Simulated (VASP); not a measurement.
# SiF (R-3m) in VASP: further runs

SiF is run at these levels: PBE; tasks: single point.

Everything below comes from runs of VASP 6.6.1. Logs are shortened: lines on timing, memory, paths and dates and some standing lists are left out, and cuts for length are marked.

## 1. The cell of the first run

It takes space group R-3m (No. 166, trigonal). Conventional cell: a = 2.677 Å, b = 2.677 Å, c = 11.695 Å, α = 90.00°, β = 90.00°, γ = 120.00°. Si (site symmetry -3m) has 6 F at 2.49 Å and 6 Si at 2.68 Å within 3.3 Å. Within 3.3 Å of F (site symmetry -3m) lie 6 Si at 2.49 Å and 6 F at 2.68 Å.

## 2. Single point, PBE

File INCAR:

```
PREC = Accurate ; ENCUT = 520
EDIFF = 1E-6 ; ISMEAR = -1
SIGMA = 0.05 ; LREAL = False
LASPH = True ; NELM = 80
ALGO = Normal ; ISIF = 2
LWAVE = False ; LCHARG = False
GGA = PE ; NBANDS = 12
```

File KPOINTS:

```
Automatic mesh
0
Gamma
  12 12 12
```

File POSCAR:

```
SiF
1.0
    1.3386000000      0.7728400000      3.8983100000
   -1.3386000000      0.7728400000      3.8983100000
    0.0000000000     -1.5456800000      3.8983100000
Si F
1 1
Direct
    0.5000000000      0.5000000000      0.5000000000
    0.0000000000      0.0000000000      0.0000000000
```

Potentials or basis: VASP PAW PBE potentials, release 64 (Si, F).

Launch:

```bash
$ cat potpaw_PBE.64/Si/POTCAR potpaw_PBE.64/F/POTCAR > POTCAR
$ mpirun -np 1 vasp_std > vasp.out
```

OUTCAR:

```text
PREC = Accurate
   ENCUT = 520
   EDIFF = 1E-6
   ISMEAR = -1
   LREAL = False
   LASPH = True
   NELM = 80
   ISIF = 2
   GGA = PE

 ion  position               nearest neighbor table
   1  0.500  0.500  0.500-   2 2.49   2 2.49   2 2.49   2 2.49   2 2.49   2 2.49
   2  0.000  0.000  0.000-   1 2.49   1 2.49   1 2.49   1 2.49   1 2.49   1 2.49

  LATTYP: Found a trigonal (rhomboedric) cell.
 ALAT       =     4.1935608356
 COS(alpha) =     0.7962180369

  Lattice vectors:

 A1 = (   1.3386000000,   0.7728400000,   3.8983100000)
 A2 = (  -1.3386000000,   0.7728400000,   3.8983100000)
 A3 = (   0.0000000000,  -1.5456800000,   3.8983100000)

Analysis of symmetry for initial positions (statically):
=====================================================================
 Subroutine PRICEL returns:
 Original cell was already a primitive cell.

 Routine SETGRP: Setting up the symmetry group for a
 trigonal (rhombohedral) supercell.

 Subroutine GETGRP returns: Found 12 space group operations
 (whereof 12 operations were pure point group operations)
 out of a pool of 12 trial point group operations.

The static configuration has the point symmetry D_3d.

Analysis of symmetry for dynamics (positions and initial velocities):
=====================================================================
 Subroutine PRICEL returns:
 Original cell was already a primitive cell.

 Routine SETGRP: Setting up the symmetry group for a
 trigonal (rhombohedral) supercell.

 Subroutine GETGRP returns: Found 12 space group operations
 (whereof 12 operations were pure point group operations)
 out of a pool of 12 trial point group operations.

The dynamic configuration has the point symmetry D_3d.

 Subroutine INISYM returns: Found 12 space group operations
 (whereof 12 operations are pure point group operations),
 and found     1 'primitive' translations

----------------------------------------------------------------------------------------

                                     Primitive cell

  volume of cell :      24.1974

  direct lattice vectors                    reciprocal lattice vectors
     1.338600000  0.772840000  3.898310000     0.373524578  0.215654814  0.085507139
    -1.338600000  0.772840000  3.898310000    -0.373524578  0.215654814  0.085507139
     0.000000000 -1.545680000  3.898310000     0.000000000 -0.431309629  0.085507139

  length of vectors
     4.193560836  4.193560836  4.193560244     0.439703400  0.439703400  0.439703839

  position of ions in fractional coordinates (direct lattice)
     0.500000000  0.500000000  0.500000000
     0.000000000  0.000000000  0.000000000

  ion indices of the primitive-cell ions
   primitive index   ion index
                 1           1
                 2           2

----------------------------------------------------------------------------------------

 KPOINTS: Automatic mesh

Automatic generation of k-mesh.
 Grid dimensions read from file:
 generate k-points for:   12   12   12

 Generating k-lattice:

  Cartesian coordinates                     Fractional coordinates (reciprocal lattice)
     0.031127048  0.017971235  0.007125595     0.083333333  0.000000000  0.000000000
    -0.031127048  0.017971235  0.007125595     0.000000000  0.083333333  0.000000000
     0.000000000 -0.035942469  0.007125595     0.000000000  0.000000000  0.083333333

  Length of vectors
     0.036641950  0.036641950  0.036641987

  Shift w.r.t. Gamma in fractional coordinates (k-lattice)
     0.000000000  0.000000000  0.000000000

 Subroutine IBZKPT returns following result:
 ===========================================

 Found    189 irreducible k-points:

 Following reciprocal coordinates:
            Coordinates               Weight
  0.000000  0.000000  0.000000      1.000000
  0.083333  0.000000 -0.000000      6.000000
  0.166667  0.000000 -0.000000      6.000000
  0.250000  0.000000 -0.000000      6.000000
  0.333333  0.000000 -0.000000      6.000000
  0.416667  0.000000 -0.000000      6.000000
[... 16 lines left out ...]
  0.500000  0.166667 -0.000000     12.000000
 -0.416667  0.166667  0.000000     12.000000
 [... further k-points ...]
   k-points           NKPTS =    189   k-points in BZ     NKDIM =    189   number of bands    NBANDS=     12
   number of dos      NEDOS =    301   number of ions     NIONS =      2
   total plane-waves  NPLWV =  32768
   dimension x,y,z NGX =    32 NGY =   32 NGZ =   32
   dimension x,y,z NGXF=    64 NGYF=   64 NGZF=   64
   ions per type =               1   1
   NGX,Y,Z   is equivalent  to a cutoff of  12.69, 12.69, 12.69 a.u.
   NGXF,Y,Z  is equivalent  to a cutoff of  25.37, 25.37, 25.37 a.u.
 SYSTEM =  unknown system
   PREC   = accura    normal or accurate (medium, high low for compatibility)
   ISTART =      0    job   : 0-new  1-cont  2-samecut
   ICHARG =      2    charge: 1-file 2-atom 10-const
   ISPIN  =      1    spin polarized calculation?
   LNONCOLLINEAR =      F non collinear calculations
   LSORBIT =      F    spin-orbit coupling
   LASPH  =      T    aspherical Exc in radial PAW
   ENCUT  =  520.0 eV  38.22 Ry    6.18 a.u.   7.80  7.80  7.80*2*pi/ulx,y,z
   NELM   =     80;   NELMIN=  2; NELMDL= -5     # of ELM steps
   EDIFF  = 0.1E-05   stopping-criterion for ELM
   LREAL  =      F    real-space projection
   EDIFFG = 0.1E-04   stopping-criterion for IOM
   NSW    =      0    number of steps for IOM
   IBRION =     -1    ionic relax: 0-MD 1-quasi-New 2-CG
   NFREE  =      0    steps in history (QN), initial steepest desc. (CG)
   ISIF   =      2    stress and relaxation
   ISYM   =      2    0-nonsym 1-usesym 2-fastsym
   POTIM  = 0.5000    time-step for ionic-motion
   TEBEG  =    0.0;   TEEND  =   0.0 temperature during run
   PSTRESS=    0.0 pullay stress
   NELECT =      11.0000    total number of electrons
   NUPDOWN=      -1.0000    fix difference up-down
   EMIN   =  10.00;   EMAX   =-10.00  energy-range for DOS
   EFERMI =   0.00;   METHOD = LEGACY
   ISMEAR =    -1;   SIGMA  =   0.05  broadening in eV -4-tet -1-fermi 0-gaus
   EFERMI_NEDOS =   21; number of points for ismear=-14 and -15
   IALGO  =     38    algorithm
   IMIX   =      4    mixing-type and parameters
     AMIX     =   0.40;   BMIX     =  1.00
     AMIX_MAG =   1.60;   BMIX_MAG =  1.00
  volume/ion in A,a.u.               =      12.10        81.65
  Fermi-wavevector in a.u.,A,eV,Ry     =   1.258780  2.378749 21.558788  1.584526
  Thomas-Fermi vector in A             =   2.392372
   LORBIT       =      0    0 simple, 1 ext, 2 COOP (PROOUT), +10 PAW based schemes
   GGA     = PE    functional components
   LHFCALC =     F    Hartree Fock is set to
   AEXX    =    0.0000 exact exchange contribution
   IVDW    =     0    specifies the selected vdW correction
   LEPSILON=     F    determine dielectric tensor
   LRPA    =     F    only Hartree local field effects (RPA)
 non-spin polarized calculation
  energy-cutoff  :      520.00
  volume of cell :       24.20
 maximum number of plane-waves:       664
   NGX = 15   NGY = 15   NGZ = 15

 number of electron      10.9999997 magnetization

 Free energy of the ion-electron system (eV)
  ---------------------------------------------------
  ext. energy  EPLUGINS =         0.00000000
  ---------------------------------------------------
  free energy    TOTEN  =        -8.79328692 eV

  energy without entropy =       -8.78943089  energy(sigma->0) =       -8.79135890

 E-fermi :   6.7224     XC(G=0): -10.8121

 val. band max:        6.6999154868   @ k =  -0.2500  -0.2500   0.0833
 cond. band min:       6.7351118618   @ k =  -0.1667   0.4167   0.0833
 fundamental gap:      0.0351963750
 Fermi energy:         6.7224234647

 k-point     1 :       0.0000    0.0000    0.0000
  band No.  band energies     occupation
      1     -17.3146      2.00000
      2      -4.1292      2.00000
      3      -0.6241      2.00000
      4       3.2627      2.00000
      5       3.2627      2.00000
      6       9.9643      0.00000
      7      14.3682      0.00000
      8      17.7281      0.00000
      9      17.7281      0.00000
     10      19.4899      0.00000
     11      19.4900      0.00000
     12      24.8741      0.00000

 k-point     2 :       0.0833    0.0000   -0.0000
  band No.  band energies     occupation
      1     -17.2654      2.00000
      2      -4.0021      2.00000
      3      -0.4963      2.00000
      4       3.0685      2.00000
      5       3.2221      2.00000
      6       9.9085      0.00000
      7      14.3930      0.00000
      8      16.2491      0.00000
      9      16.6659      0.00000
     10      19.5869      0.00000
     11      20.8494      0.00000
     12      23.5056      0.00000

 k-point     3 :       0.1667    0.0000   -0.0000
  band No.  band energies     occupation
      1     -17.1283      2.00000
      2      -3.6249      2.00000
      3      -0.1410      2.00000
      4       2.5820      2.00000
      5       3.1129      2.00000
      6       9.7338      0.00000
      7      12.7760      0.00000
      8      15.3165      0.00000
      9      15.6769      0.00000
     10      19.1749      0.00000
     11      21.4371      0.00000
     12      23.0591      0.00000
[... 286 lines left out ...]
 k-point    23 :       0.5000    0.1667   -0.0000
  band No.  band energies     occupation
      1     -16.5263      2.00000
      2      -1.2338      2.00000
      3       0.6218      2.00000
      4       1.9354      2.00000
      5       2.9419      2.00000
      6       5.8539      2.00000
      7       8.7827      0.00000
      8      10.2037      0.00000
      9      16.6937      0.00000
     10      19.2520      0.00000
     11      20.1058      0.00000
     12      22.9791      0.00000

 k-point    24 :      -0.4167    0.1667    0.0000
  band No.  band energies     occupation
      1     -16.4806      2.00000
      2      -0.8515      2.00000
      3       0.7856      2.00000
      4       1.8144      2.00000
      5       3.1694      2.00000
      6       4.6901      2.00000
      7       8.7050      0.00000
      8      10.3189      0.00000
      9      16.3788      0.00000
     10      19.0276      0.00000
     11      20.0979      0.00000
     12      23.3239      0.00000

 [... further k-points ...]
[... 5 lines left out ...]
  --------------------------------------------------------------------------------------
  -------------------------------------------------------------------------------------
  Total        0.0283839      0.0283838     -0.0554481      0.0000000      0.0000000      0.0000000
  in kB        1.8793780      1.8793728     -3.6713775      0.0000000      0.0000000      0.0000000
  external PRESSURE =       0.0291245 kB  Pullay stress =       0.0000000 kB

 VOLUME and BASIS-vectors are now :
 -----------------------------------------------------------------------------
  energy-cutoff  :      520.00
  volume of cell :       24.20
      direct lattice vectors                 reciprocal lattice vectors
     1.338600000  0.772840000  3.898310000     0.373524578  0.215654814  0.085507139
    -1.338600000  0.772840000  3.898310000    -0.373524578  0.215654814  0.085507139
     0.000000000 -1.545680000  3.898310000     0.000000000 -0.431309629  0.085507139

 POSITION                                       TOTAL-FORCE (eV/Angst)
 -----------------------------------------------------------------------------------
      0.00000      0.00000      5.84746         0.000000     -0.000000     -0.000000
      0.00000      0.00000      0.00000         0.000000      0.000000      0.000000
 -----------------------------------------------------------------------------------
    total drift:                               -0.000000     -0.000000     -0.000000

  FREE ENERGIE OF THE ION-ELECTRON SYSTEM (eV)
  ---------------------------------------------------
  free  energy   TOTEN  =        -8.7932869159 eV

  energy  without entropy=       -8.7894308933  energy(sigma->0) =       -8.79135890
```

It took 40 s on 1 thread of Intel Xeon Platinum 8259CL at 2.50GHz (Skylake/Cascade Lake), shared host; peak memory 0.2 GiB.

What came out:

```yaml
Free_energy: -8.7933 eV
Pressure: 0.0 GPa
```

Levels at points of the mesh, in eV from the Fermi level:
```csv
k point,band 1,band 2,band 3,band 4,band 5,band 6,band 7,band 8,band 9,band 10
"(0.00, 0.00, 0.00)",-24.04,-10.85,-7.35,-3.46,-3.46,3.24,7.65,11.01,11.01,12.77
"(0.50, 0.00, 0.00)",-23.25,-8.02,-5.82,-4.58,-4.03,-2.08,2.88,6.05,8.37,9.97
"(0.50, 0.50, 0.00)",-23.24,-7.57,-6.62,-5.01,-4.10,-1.60,5.22,6.51,6.60,8.33
"(0.50, 0.50, 0.50)",-23.94,-12.46,-3.47,-3.47,-3.28,-0.84,10.64,10.64,12.07,13.19
```

Caveat: an odd number of electrons without spin polarisation forces a metal; a magnetic or distorted state may lie lower.

## 3. Single point, PBE

File INCAR:

```
SYSTEM = SiF
PREC = Accurate ; ENCUT = 520
EDIFF = 1E-6 ; ISMEAR = -1
SIGMA = 0.05 ; LREAL = .False.
LASPH = .True. ; NELM = 100
ALGO = Normal ; ISIF = 2
LWAVE = .False. ; LCHARG = .False.
GGA = PE ; NBANDS = 12
```

File KPOINTS:

```
Automatic mesh
0
Gamma
  12 12 12
  0 0 0
```

POSCAR is that of step 2.

Potentials or basis: VASP PAW PBE potentials, release 64 (Si, F).

Launch:

```bash
$ cat potpaw_PBE.64/Si/POTCAR potpaw_PBE.64/F/POTCAR > POTCAR
$ mpirun -np 1 vasp_std > vasp.out
```

Wall time 39 s (1 thread of Intel Xeon Platinum 8259CL at 2.50GHz (Skylake/Cascade Lake), shared host); peak memory 0.2 GiB.

The run converged. Its results:

| Quantity | Value |
| --- | --- |
| Free energy | -8.7933 eV |
| Pressure | 0.0 GPa |

Stress tensor (GPa, compression positive):
```
 0.19  0.00  0.00
 0.00  0.19  0.00
 0.00  0.00 -0.37
```

Levels at points of the mesh, in eV from the Fermi level:
```csv
k point,band 2,band 3,band 4,band 5,band 6,band 7,band 8,band 9
"(0.00, 0.00, 0.00)",-10.85,-7.35,-3.46,-3.46,3.24,7.65,11.01,11.01
"(0.50, 0.00, 0.00)",-8.02,-5.82,-4.58,-4.03,-2.08,2.88,6.05,8.37
"(0.50, 0.50, 0.00)",-7.57,-6.62,-5.01,-4.10,-1.60,5.22,6.51,6.60
"(0.50, 0.50, 0.50)",-12.46,-3.47,-3.47,-3.28,-0.84,10.64,10.64,12.07
```

Caveat: an odd number of electrons without spin polarisation forces a metal; a magnetic or distorted state may lie lower.

(Continued in part 2 of 2.)
